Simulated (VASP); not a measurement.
Write the native input for VASP 6.6.1 that does the following.

- Task: single point
- Functional: PBE
- Potentials or basis: VASP PAW PBE potentials, release 64 (Sn_d)
- Cutoff: 520 eV
- k mesh: 9 × 9 × 9
- Occupations: gaussian, width 0.025 eV
- Spin: no spin polarisation
- Dipole correction: no
- Further INCAR settings: ALGO = Normal; EDIFF = 1e-06; NBANDS = 21

The structure of Sn lies in POSCAR:

```
Sn
1.0
   -2.9401404553      2.9401404553      1.5993019889
    2.9401404553     -2.9401404553      1.5993019889
    2.9401404553      2.9401404553     -1.5993019889
Sn
2
Direct
    0.0000000000      0.0000000000      0.0000000000
    0.7500000000      0.2500000000      0.5000000000
```

One way to write it, as run:

INCAR

```
PREC = Accurate
ENCUT = 520
EDIFF = 1E-6
ISMEAR = 0
SIGMA = 0.025
LREAL = F
LASPH = T
NELM = 100
ALGO = Normal
ISIF = 2
LWAVE = F
LCHARG = F
GGA = PE
NBANDS = 21
```

KPOINTS

```
Automatic mesh
0
Gamma
  9 9 9
```

Potentials or basis: VASP PAW PBE potentials, release 64 (Sn_d).

Run with:

```sh
$ cat potpaw_PBE.64/Sn_d/POTCAR > POTCAR
$ mpirun -np 1 vasp_std > vasp.out
```

It gave:

```
Pressure               : 1.4 GPa
Band gap on the k mesh : zero (band 14 reaches 8.97 eV, above the bottom of band 15 at 5.01 eV)
```

Caveat: spin-orbit coupling is left out, which moves the levels of the heavy elements.

Run time: 31 s on 1 thread of Intel(R) Xeon(R) 6975P-C (Granite Rapids) (shared host), peak memory 0.23 GiB.
